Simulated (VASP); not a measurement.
**SiO2: single point with r2SCAN**

Crystal: SiO2.

```
Si O
1.0
    -2.37405    2.37405    3.74400
     2.37405   -2.37405    3.74400
     2.37405    2.37405   -3.74400
Si O
2 4
Direct
  0.00000 0.00000 0.00000
  0.75000 0.25000 0.50000
  0.99838 0.62500 0.87338
  0.37500 0.24838 0.37338
  0.75162 0.12500 0.12662
  0.87500 0.00162 0.62662
```

```
Program             : VASP 6.6.1
Task                : single point
Functional          : r2SCAN
Potentials or basis : VASP PAW PBE potentials, release 64 (Si, O)
Cutoff              : 520 eV
k mesh              : 2 × 2 × 2
Occupations         : gaussian, width 0.02 eV
Spin                : no spin polarisation
```

The pressure is -1.1 GPa and the largest force is 0.187 eV/Å. The band gap on the k mesh is 6.69 eV.

Forces in eV/Å, atoms in the order of the input:
```
Si   0.000  0.000  0.000
Si   0.000  0.000  0.000
O    0.000 -0.187  0.000
O   -0.187  0.000  0.000
O    0.000  0.187  0.000
O    0.187  0.000  0.000
```

Stress tensor (GPa, compression positive):
```
-0.44  0.00  0.00
 0.00 -0.44  0.00
 0.00  0.00 -2.46
```

Levels at points of the mesh, in eV from the valence-band top:
```csv
k point,band 13,band 14,band 15,band 16,band 17,band 18,band 19,band 20
"(0.00, 0.00, 0.00)",-1.35,-1.04,0.00,0.00,6.69,9.51,12.32,12.32
"(0.50, 0.00, 0.00)",-1.29,-0.69,-0.29,-0.18,9.22,9.93,10.85,11.13
"(0.50, 0.50, 0.00)",-0.76,-0.76,-0.24,-0.24,10.27,10.27,11.11,11.11
"(0.50, 0.50, 0.50)",-1.52,-1.52,-0.11,-0.11,9.77,9.77,10.55,10.55
```

It took 66 s on 1 thread of Intel(R) Xeon(R) Platinum 8488C (Sapphire Rapids), on a shared host, peak memory 0.24 GiB.

Caveat: the k points lie up to 0.78 Å⁻¹ apart; the PAW data sets were made with another functional, which shifts forces and pressure a little. r2SCAN opens gaps a little over a GGA but as a rule still falls short of measured ones.
